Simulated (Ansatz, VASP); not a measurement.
## HgTe: VASP beside Ansatz

```
Hg Te
1.0
     0.00000    3.21450    3.21450
     3.21450    0.00000    3.21450
     3.21450    3.21450    0.00000
Hg Te
1 1
Cartesian
  0.0000 0.0000 0.0000
  4.8217 4.8217 4.8217
```

Alike in both runs: task single point; functional r2SCAN; dispersion D3(BJ); k mesh 7 × 7 × 7; occupations fermi-dirac, width 0.05 eV; no spin polarisation.

|  | VASP | Ansatz |
| --- | --- | --- |
| version | VASP 6.6.1 | Ansatz 0.2.0 |
| potentials or method | VASP PAW PBE potentials, release 64 (Hg, Te) | Ansatz PAW |
| plane-wave cutoff (eV) | 520 | 500 |
| valence electrons in the cell | 18 | 36 |

```tsv
	VASP	Ansatz	Ansatz less VASP
gap on the k mesh at the Fermi level (eV)	none	none	-
pressure (GPa)	2.4	2.3	-0.08
```

VASP's potentials were made for PBE, not for r2SCAN. A gap of «none» marks a metal or a gap that the smearing closes. VASP's potentials hold 18 valence electrons a cell and Ansatz's 36, so a difference there can come from the potentials and not from the codes.

Neither program's run includes spin-orbit coupling.
